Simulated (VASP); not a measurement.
# InSe in VASP: a series of runs

InSe is run at these levels: PBE+D3(BJ); tasks: single point.

Program: VASP 6.6.1. These are calculated values, not measurements. Logs are shortened: lines on timing, memory, paths and dates and some standing lists are left out, and cuts for length are marked.

### 1 The cell of the first run

The cell holds a slab with vacuum, 4 atoms: a = 4.027 Å, b = 4.087 Å, c = 36.723 Å, α = 90.00°, β = 90.00°, γ = 119.51°.

### 2 Single point, PBE+D3(BJ) (strain along y +0.020, then relaxed in part)

File INCAR:

```
PREC = Accurate
ENCUT = 520
EDIFF = 1E-6
ISMEAR = 0
SIGMA = 0.02
LREAL = F
LASPH = T
NELM = 60
ALGO = Normal
ISIF = 2
LWAVE = F
LCHARG = F
LDIPOL = T
IDIPOL = 3
DIPOL = 0.5 0.5 0.500
GGA = PE
IVDW = 12
NBANDS = 27
```

File KPOINTS:

```
regular mesh
0
Gamma
  12 12 1
```

File POSCAR:

```
InSe
1.0
    4.0266320647      0.0000000000      0.0000000000
   -2.0133160324      3.5569089729      0.0000000000
    0.0000000000      0.0000000000     36.7225669509
Se In
2 2
Direct
    0.3321760616      0.6643521233      0.4272415065
    0.3321760616      0.6643521233      0.5727584935
    0.0011572717      0.0023145434      0.4619085223
    0.0011572717      0.0023145434      0.5380914777
```

Potentials or basis: VASP PAW PBE potentials, release 64 (Se, In_d).

Run with:

```console
$ cat potpaw_PBE.64/Se/POTCAR potpaw_PBE.64/In_d/POTCAR > POTCAR
$ mpirun -np 1 vasp_std > vasp.out
```

OUTCAR:

```text
PREC = Accurate
   ENCUT = 520
   EDIFF = 1E-6
   ISMEAR = 0
   LREAL = F
   LASPH = T
   NELM = 60
   ISIF = 2
   GGA = PE
   IVDW = 12
 IVDW          = 12

 ion  position               nearest neighbor table
   1  0.332  0.664  0.427-   3 2.67   3 2.67   3 2.68
   2  0.332  0.664  0.573-   4 2.67   4 2.67   4 2.68
   3  0.001  0.002  0.462-   1 2.67   1 2.67   1 2.68   4 2.80
   4  0.001  0.002  0.538-   2 2.67   2 2.67   2 2.68   3 2.80

  LATTYP: Found a base centered orthorhombic cell.
 ALAT       =     4.0266320647
 B/A-ratio  =     1.7666918237
 C/A-ratio  =     9.1199211552

  Lattice vectors:

 A1 = (   2.0133160324,  -3.5569089729,   0.0000000000)
 A2 = (   2.0133160323,   3.5569089729,   0.0000000000)
 A3 = (   0.0000000000,   0.0000000000,  36.7225669509)

Analysis of symmetry for initial positions (statically):
=====================================================================
 Subroutine PRICEL returns:
 Original cell was already a primitive cell.

 Routine SETGRP: Setting up the symmetry group for a
 base centered orthorhombic supercell.

 Subroutine GETGRP returns: Found  4 space group operations
 (whereof  4 operations were pure point group operations)
 out of a pool of  8 trial point group operations.

The static configuration has the point symmetry C_2v.

Analysis of symmetry for dynamics (positions and initial velocities):
=====================================================================
 Subroutine PRICEL returns:
 Original cell was already a primitive cell.

 Routine SETGRP: Setting up the symmetry group for a
 base centered orthorhombic supercell.

 Subroutine GETGRP returns: Found  4 space group operations
 (whereof  4 operations were pure point group operations)
 out of a pool of  8 trial point group operations.

The dynamic configuration has the point symmetry C_2v.

 Subroutine INISYM returns: Found  4 space group operations
 (whereof  4 operations are pure point group operations),
 and found     1 'primitive' translations

----------------------------------------------------------------------------------------

                                     Primitive cell

  volume of cell :     525.9540

  direct lattice vectors                    reciprocal lattice vectors
     4.026632065  0.000000000  0.000000000     0.248346505  0.140571492  0.000000000
    -2.013316032  3.556908973  0.000000000     0.000000000  0.281142983  0.000000000
     0.000000000  0.000000000 36.722566951     0.000000000  0.000000000  0.027231212

  length of vectors
     4.026632065  4.087180310 36.722566951     0.285370515  0.281142983  0.027231212

  position of ions in fractional coordinates (direct lattice)
     0.332176062  0.664352123  0.427241507
     0.332176062  0.664352123  0.572758493
     0.001157272  0.002314543  0.461908522
     0.001157272  0.002314543  0.538091478

  ion indices of the primitive-cell ions
   primitive index   ion index
                 1           1
                 2           2
                 3           3
                 4           4

----------------------------------------------------------------------------------------

 KPOINTS: regular mesh

Automatic generation of k-mesh.
 Grid dimensions read from file:
 generate k-points for:   12   12    1

 Generating k-lattice:

  Cartesian coordinates                     Fractional coordinates (reciprocal lattice)
     0.020695542  0.011714291  0.000000000     0.083333333 -0.000000000  0.000000000
     0.000000000  0.023428582  0.000000000     0.000000000  0.083333333  0.000000000
     0.000000000  0.000000000  0.027231212     0.000000000  0.000000000  1.000000000

  Length of vectors
     0.023780876  0.023428582  0.027231212

  Shift w.r.t. Gamma in fractional coordinates (k-lattice)
     0.000000000  0.000000000  0.000000000

 Subroutine IBZKPT returns following result:
 ===========================================

 Found     43 irreducible k-points:

 Following reciprocal coordinates:
            Coordinates               Weight
  0.000000  0.000000  0.000000      1.000000
  0.083333  0.000000  0.000000      4.000000
  0.166667  0.000000  0.000000      4.000000
  0.250000  0.000000  0.000000      4.000000
  0.333333  0.000000  0.000000      4.000000
  0.416667  0.000000  0.000000      4.000000
[... 16 lines left out ...]
  0.333333  0.166667  0.000000      4.000000
  0.416667  0.166667  0.000000      4.000000
 [... further k-points ...]
   k-points           NKPTS =     43   k-points in BZ     NKDIM =     43   number of bands    NBANDS=     27
   number of dos      NEDOS =    301   number of ions     NIONS =      4
   total plane-waves  NPLWV = 252000
   dimension x,y,z NGX =    30 NGY =   30 NGZ =  280
   dimension x,y,z NGXF=    60 NGYF=   60 NGZF=  560
   ions per type =               2   2
   NGX,Y,Z   is equivalent  to a cutoff of  12.39, 12.20, 12.68 a.u.
   NGXF,Y,Z  is equivalent  to a cutoff of  24.77, 24.40, 25.35 a.u.
 SYSTEM =  unknown system
   PREC   = accura    normal or accurate (medium, high low for compatibility)
   ISTART =      0    job   : 0-new  1-cont  2-samecut
   ICHARG =      2    charge: 1-file 2-atom 10-const
   ISPIN  =      1    spin polarized calculation?
   LNONCOLLINEAR =      F non collinear calculations
   LSORBIT =      F    spin-orbit coupling
   LASPH  =      T    aspherical Exc in radial PAW
   ENCUT  =  520.0 eV  38.22 Ry    6.18 a.u.   7.49  7.60 68.28*2*pi/ulx,y,z
   NELM   =     60;   NELMIN=  2; NELMDL= -5     # of ELM steps
   EDIFF  = 0.1E-05   stopping-criterion for ELM
   LREAL  =      F    real-space projection
   EDIFFG = 0.1E-04   stopping-criterion for IOM
   NSW    =      0    number of steps for IOM
   IBRION =     -1    ionic relax: 0-MD 1-quasi-New 2-CG
   NFREE  =      0    steps in history (QN), initial steepest desc. (CG)
   ISIF   =      2    stress and relaxation
   ISYM   =      2    0-nonsym 1-usesym 2-fastsym
   POTIM  = 0.5000    time-step for ionic-motion
   TEBEG  =    0.0;   TEEND  =   0.0 temperature during run
   PSTRESS=    0.0 pullay stress
   NELECT =      38.0000    total number of electrons
   NUPDOWN=      -1.0000    fix difference up-down
   EMIN   =  10.00;   EMAX   =-10.00  energy-range for DOS
   EFERMI =   0.00;   METHOD = LEGACY
   ISMEAR =     0;   SIGMA  =   0.02  broadening in eV -4-tet -1-fermi 0-gaus
   EFERMI_NEDOS =   21; number of points for ismear=-14 and -15
   IALGO  =     38    algorithm
   IMIX   =      4    mixing-type and parameters
     AMIX     =   0.40;   BMIX     =  1.00
     AMIX_MAG =   1.60;   BMIX_MAG =  1.00
  volume/ion in A,a.u.               =     131.49       887.33
  Fermi-wavevector in a.u.,A,eV,Ry     =   0.681847  1.288504  6.325553  0.464915
  Thomas-Fermi vector in A             =   1.760748
   LORBIT       =      0    0 simple, 1 ext, 2 COOP (PROOUT), +10 PAW based schemes
   GGA     = PE    functional components
   LHFCALC =     F    Hartree Fock is set to
   AEXX    =    0.0000 exact exchange contribution
   IVDW    =    12    specifies the selected vdW correction
   LEPSILON=     F    determine dielectric tensor
   LRPA    =     F    only Hartree local field effects (RPA)
 non-spin polarized calculation
 Gauss-broadening in eV      SIGMA  =   0.02
  energy-cutoff  :      520.00
  volume of cell :      525.95
 maximum number of plane-waves:     14252
 NGX is ok and might be reduce to    30
   NGX = 15   NGY = 15   NGZ =137

 number of electron      38.0000006 magnetization

 dipolmoment           0.000000      0.000000      0.000000 electrons x Angstroem

 Free energy of the ion-electron system (eV)
  ---------------------------------------------------
  ext. energy  EPLUGINS =         0.00000000
  ---------------------------------------------------
  free energy    TOTEN  =       -14.21118289 eV

  energy without entropy =      -14.21118289  energy(sigma->0) =      -14.21118289

 E-fermi :  -3.7396     XC(G=0):  -2.2949

 val. band max:       -3.8529271474   @ k =  -0.1667   0.0833   0.0000
 cond. band min:      -2.4168254433   @ k =   0.0000   0.0000   0.0000
 fundamental gap:      1.4361017041
 Fermi energy:        -3.7395841047

 k-point     1 :       0.0000    0.0000    0.0000
  band No.  band energies     occupation
      1     -17.9351      2.00000
      2     -17.7524      2.00000
      3     -17.7484      2.00000
      4     -17.6704      2.00000
      5     -17.6644      2.00000
      6     -17.6623      2.00000
[... 19 lines left out ...]
     26       2.1180      0.00000
     27       2.2417      0.00000

 k-point     2 :       0.0833    0.0000    0.0000
  band No.  band energies     occupation
      1     -17.9344      2.00000
      2     -17.7710      2.00000
      3     -17.7503      2.00000
      4     -17.6909      2.00000
      5     -17.6642      2.00000
      6     -17.6640      2.00000
[... 19 lines left out ...]
     26       2.0857      0.00000
     27       2.2036      0.00000

 k-point     3 :       0.1667    0.0000    0.0000
  band No.  band energies     occupation
      1     -17.9352      2.00000
      2     -17.8206      2.00000
      3     -17.7505      2.00000
      4     -17.7485      2.00000
      5     -17.6691      2.00000
      6     -17.6517      2.00000
[... 19 lines left out ...]
     26       2.0802      0.00000
     27       2.4518      0.00000

 k-point     4 :       0.2500    0.0000    0.0000
  band No.  band energies     occupation
      1     -17.9498      2.00000
      2     -17.8639      2.00000
      3     -17.8183      2.00000
      4     -17.7476      2.00000
      5     -17.6759      2.00000
      6     -17.6345      2.00000
[... 19 lines left out ...]
     26       2.3166      0.00000
     27       2.8644      0.00000
[... 516 lines left out ...]
      4     -17.7553      2.00000
      5     -17.6739      2.00000
      6     -17.6224      2.00000
[... 19 lines left out ...]
     26       3.1679      0.00000
     27       3.3373      0.00000

 k-point    23 :       0.3333    0.1667    0.0000
  band No.  band energies     occupation
      1     -18.0164      2.00000
      2     -17.9172      2.00000
      3     -17.8794      2.00000
      4     -17.7586      2.00000
      5     -17.6760      2.00000
      6     -17.6142      2.00000
[... 19 lines left out ...]
     26       3.5621      0.00000
     27       3.5820      0.00000

 k-point    24 :       0.4167    0.1667    0.0000
  band No.  band energies     occupation
      1     -18.0259      2.00000
      2     -17.9281      2.00000
      3     -17.8786      2.00000
      4     -17.7598      2.00000
      5     -17.6775      2.00000
      6     -17.6104      2.00000
[... 19 lines left out ...]
     26       3.6759      0.00000
     27       4.1775      0.00000

 [... further k-points ...]

------------------------ aborting loop because EDIFF is reached ----------------------------------------

 vacuum level on the upper side and lower side of the slab       (xc-potential included)        -0.005        -0.005

 Edisp (eV)   -0.86977

 E8    (eV) :    -0.4196

  FORCE on cell =-STRESS in cart. coord.  units (eV):
  Direction    XX          YY          ZZ          XY          YZ          ZX
  --------------------------------------------------------------------------------------
  -------------------------------------------------------------------------------------
  Total      -0.21461    -0.87758     0.01256     0.00000     0.00000     0.00000
  in kB      -0.65375    -2.67331     0.03826     0.00000     0.00000     0.00000
  external pressure =       -1.10 kB  Pullay stress =        0.00 kB

 VOLUME and BASIS-vectors are now :
 -----------------------------------------------------------------------------
  energy-cutoff  :      520.00
  volume of cell :      525.95
      direct lattice vectors                 reciprocal lattice vectors
     4.026632065  0.000000000  0.000000000     0.248346505  0.140571492  0.000000000
    -2.013316032  3.556908973  0.000000000     0.000000000  0.281142983  0.000000000
     0.000000000  0.000000000 36.722566951     0.000000000  0.000000000  0.027231212

 POSITION                                       TOTAL-FORCE (eV/Angst)
 -----------------------------------------------------------------------------------
     -0.00000      2.36304     15.68940         0.000000     -0.000338     -0.014858
     -0.00000      2.36304     21.03316         0.000000     -0.000338      0.014858
     -0.00000      0.00823     16.96247        -0.000000      0.000338      0.015180
     -0.00000      0.00823     19.76010        -0.000000      0.000338     -0.015180
 -----------------------------------------------------------------------------------
    total drift:                               -0.000000     -0.001125      0.000000

  FREE ENERGIE OF THE ION-ELECTRON SYSTEM (eV)
  ---------------------------------------------------
  free  energy   TOTEN  =       -15.0809563363 eV

  energy  without entropy=      -15.0809563363  energy(sigma->0) =      -15.08095634

 vacuum level on the upper side and lower side of the slab         2.071         2.071
```

Run time: 8.3 min. Hardware: 1 thread of Intel Xeon 6975P-C (Granite Rapids), shared host; peak memory 0.91 GiB.

What came out:

```
Free energy                : -15.0810 eV
Largest force              : 0.015 eV/Å
Band gap on the k mesh     : 1.44 eV (least direct gap 1.52 eV)
Dispersion energy per atom : -0.217 eV
```

Forces in eV/Å, atoms in the order of the input:
```
Se   0.000  0.000 -0.015
Se   0.000  0.000  0.015
In   0.000  0.000  0.015
In   0.000  0.000 -0.015
```

Levels at points of the mesh, in eV from the valence-band top:
```tsv
k point	band 17	band 18	band 19	band 20	band 21	band 22
(0.00, 0.00, 0.00)	-0.53	-0.46	-0.08	1.44	2.65	4.83
(0.50, 0.00, 0.00)	-1.54	-1.47	-0.92	2.18	2.22	4.17
(0.00, 0.50, 0.00)	-1.50	-1.33	-0.98	2.29	2.33	4.20
```

Caveat: the cell differs from its parent crystal (strain along y +0.020, then relaxed in part); spin-orbit coupling is left out, which moves the levels of the heavy elements.

### 3 Single point, PBE+D3(BJ) (strain along y -0.020, then relaxed in part)

File INCAR:

```
  PREC = Accurate
  ENCUT = 520
  EDIFF = 1E-6
  ISMEAR = 0
  SIGMA = 0.02
  LREAL = False
  LASPH = True
  NELM = 60
  ALGO = Normal
  ISIF = 2
  LWAVE = False
  LCHARG = False
  LDIPOL = True
  IDIPOL = 3
  DIPOL = 0.5 0.5 0.500
  GGA = PE
  IVDW = 12
  NBANDS = 27
```

KPOINTS is that of step 2.

File POSCAR:

```
InSe
1.0
    4.0266320647      0.0000000000      0.0000000000
   -2.0133160324      3.4174223465      0.0000000000
    0.0000000000      0.0000000000     36.7225669509
Se In
2 2
Direct
    0.3346735530      0.6693471059      0.4260957292
    0.3346735530      0.6693471059      0.5739042708
   -0.0013402196     -0.0026804392      0.4619756250
   -0.0013402196     -0.0026804392      0.5380243750
```

Potentials or basis: VASP PAW PBE potentials, release 64 (Se, In_d).

Run with:

```console
$ cat potpaw_PBE.64/Se/POTCAR potpaw_PBE.64/In_d/POTCAR > POTCAR
$ mpirun -np 1 vasp_std > vasp.out
```

Wall time 25 min (1 thread of Intel Xeon 8259CL, shared host); peak memory 0.87 GiB.

The run converged. Its results:

```yaml
Free_energy: -15.0799 eV
Largest_force: 0.017 eV/Å
Band_gap_on_the_k_mesh: 1.78 eV (least direct gap 1.86 eV)
Dispersion_energy_per_atom: -0.226 eV
```

Forces on the atoms (eV/Å):
```
Se   0.000 -0.001 -0.013
Se   0.000 -0.001  0.013
In   0.000  0.001  0.017
In   0.000  0.001 -0.017
```

Levels at points of the mesh, in eV from the valence-band top:
```csv
k point,band 16,band 17,band 18,band 19,band 20,band 21,band 22,band 23
"(0.00, 0.00, 0.00)",-0.30,-0.26,-0.19,-0.08,1.78,3.02,5.20,5.33
"(0.50, 0.00, 0.00)",-1.53,-1.33,-1.16,-0.93,2.41,2.43,4.27,4.64
"(0.00, 0.50, 0.00)",-1.50,-1.49,-1.31,-0.87,2.31,2.34,4.22,4.52
```

Caveat: the cell differs from its parent crystal (strain along y -0.020, then relaxed in part); spin-orbit coupling is left out, which moves the levels of the heavy elements.
